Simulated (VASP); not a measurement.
The system is Be.

```
Be
1.0
     2.57941    1.48923    4.39894
    -2.57941    1.48923    4.39894
     0.00000   -2.97845    4.39894
Be
12
Direct
  0.01019 0.65361 0.01019
  0.01019 0.01019 0.65361
  0.65361 0.01019 0.01019
  0.98981 0.34639 0.98981
  0.34639 0.98981 0.98981
  0.98981 0.98981 0.34639
  0.22118 0.63060 0.22118
  0.22118 0.22118 0.63060
  0.63060 0.22118 0.22118
  0.77882 0.36940 0.77882
  0.36940 0.77882 0.77882
  0.77882 0.77882 0.36940
```

* Program: VASP 6.6.1
* Task: relaxation of cell and atoms
* Functional: r2SCAN
* Potentials or basis: VASP PAW PBE potentials, release 64 (Be)
* Cutoff: 600 eV
* k mesh: 6 × 6 × 6
* Occupations: gaussian, width 0.1 eV
* Spin: no spin polarisation

At the start: pressure 52.0 GPa; volume 8.45 Å³/atom.

Where does the relaxation end?

Over 22 steps the energy falls by 762.8 meV/atom and the volume is 11.27 Å³/atom (+33.4 %); space group R-3m (No. 166, to 0.1 Å) before and after.

Step by step:
| step | energy change (eV) | largest force (eV/Å) | pressure (GPa) | volume (Å³) |
| --- | --- | --- | --- | --- |
| 1 | 0.0000 | 3.6798 | 51.96 | 101.39 |
| 2 | -7.4343 | 1.3985 | 0.72 | 146.80 |
| 3 | -7.4615 | 1.4065 | 2.17 | 143.51 |
| 4 | -8.2054 | 0.5339 | -1.47 | 149.76 |
| 5 | -8.3207 | 0.4643 | -2.91 | 153.66 |
| 6 | -8.5866 | 0.5499 | -1.71 | 149.39 |
| 7 | -8.7830 | 0.7052 | 0.62 | 142.49 |
| 8 | -8.9753 | 0.3649 | -0.32 | 141.34 |
| 9 | -9.0315 | 0.3619 | -0.83 | 139.96 |
| 10 | -9.0342 | 0.3128 | -0.79 | 140.19 |
| 11 | -9.0913 | 0.1892 | -0.05 | 137.92 |
| 12 | -9.1007 | 0.1191 | 0.49 | 136.49 |
| 13 | -9.1264 | 0.1010 | -0.03 | 136.53 |
| 14 | -9.1271 | 0.1281 | -0.12 | 136.54 |
| 15 | -9.1367 | 0.0780 | -0.16 | 136.20 |
| 16 | -9.1376 | 0.1061 | -0.17 | 136.06 |
| 17 | -9.1443 | 0.0541 | 0.02 | 135.33 |
| 18 | -9.1448 | 0.0655 | 0.10 | 135.07 |
| 19 | -9.1495 | 0.0432 | 0.12 | 134.95 |
| 20 | -9.1514 | 0.0545 | 0.15 | 134.81 |
| 21 | -9.1535 | 0.0416 | -0.20 | 135.27 |
| 22 | -9.1536 | 0.0377 | -0.16 | 135.22 |

Final structure:
```cif
data_structure
_symmetry_space_group_name_H-M 'P 1'
_symmetry_Int_Tables_number 1
_cell_length_a 6.4193
_cell_length_b 6.4193
_cell_length_c 6.4193
_cell_angle_alpha 48.309
_cell_angle_beta 48.309
_cell_angle_gamma 48.309
_cell_volume 135.22
loop_
_atom_site_label
_atom_site_type_symbol
_atom_site_fract_x
_atom_site_fract_y
_atom_site_fract_z
_atom_site_occupancy
Be1 Be 0.06201 0.56706 0.06201 1
Be2 Be 0.06201 0.06201 0.56706 1
Be3 Be 0.56706 0.06201 0.06201 1
Be4 Be 0.93799 0.43294 0.93799 1
Be5 Be 0.43294 0.93799 0.93799 1
Be6 Be 0.93799 0.93799 0.43294 1
Be7 Be 0.22840 0.61705 0.22840 1
Be8 Be 0.22840 0.22840 0.61705 1
Be9 Be 0.61705 0.22840 0.22840 1
Be10 Be 0.77160 0.38295 0.77160 1
Be11 Be 0.38295 0.77160 0.77160 1
Be12 Be 0.77160 0.77160 0.38295 1
```

Caveat: the volume moved by over 15 % at a fixed basis, so the end points are rough; the PAW data sets were made with another functional, which shifts forces and pressure a little.
